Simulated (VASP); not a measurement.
Wanted: the native input for a VASP 6.6.1 run.

| Property | Result |
| --- | --- |
| Task | single point |
| Functional | LDA |
| Potentials or basis | VASP PAW LDA potentials, release 64 (Ga_d, Pt) |
| Cutoff | 520 eV |
| k mesh | 9 × 9 × 9 |
| Occupations | gaussian, width 0.05 eV |
| Spin | no spin polarisation |
| Dipole correction | no |
| Further INCAR settings | ALGO = Normal; EDIFF = 1e-06; NBANDS = 25 |

The structure of Ga2Pt lies in POSCAR:

```
Ga2Pt
1.0
    4.1688691092      0.0000000000      0.0000000000
    2.0844345546      3.6103465536      0.0000000000
    2.0844345546      1.2034488512      3.4038673740
Ga Pt
2 1
Direct
    0.2500000000      0.2500000000      0.2500000000
    0.7500000000      0.7500000000      0.7500000000
    0.0000000000      0.0000000000      0.0000000000
```

One way to write it, as run:

INCAR

```
SYSTEM = Ga2Pt
PREC     = Accurate       ! precision mode
ENCUT    = 520            ! plane-wave cutoff, eV
EDIFF    = 1E-6           ! SCF threshold, eV
ISMEAR   = 0              ! smearing method
SIGMA    = 0.05           ! smearing width, eV
LREAL    = .FALSE.        ! projectors in reciprocal space
LASPH    = .TRUE.         ! aspherical terms in the spheres
NELM     = 60             ! most SCF steps
ALGO     = Normal         ! electronic algorithm
ISIF     = 2              ! what is computed and relaxed
LWAVE    = .FALSE.        ! write WAVECAR
LCHARG   = .TRUE.         ! write CHGCAR
GGA      = CA             ! functional
LELF     = .TRUE.         ! ELF
LVHAR    = .TRUE.       
NBANDS   = 25             ! bands
```

KPOINTS

```
Automatic mesh
0
G
  9 9 9
  0 0 0
```

Potentials or basis: VASP PAW LDA potentials, release 64 (Ga_d, Pt).

Launch:

```bash
$ cat potpaw_LDA.64/Ga_d/POTCAR potpaw_LDA.64/Pt/POTCAR > POTCAR
$ mpirun -np 1 vasp_std > vasp.out
```

It gave:

| Item | Value |
| --- | --- |
| Pressure | -1.4 GPa |
| Band gap on the k mesh | zero (bands 18 and 19 overlap by 6.90 eV) |

Caveat: spin-orbit coupling is left out, which moves the levels of the heavy elements.

Wall time 65 s on 1 thread of AMD EPYC 7R13, on a shared host, peak memory 0.15 GiB.
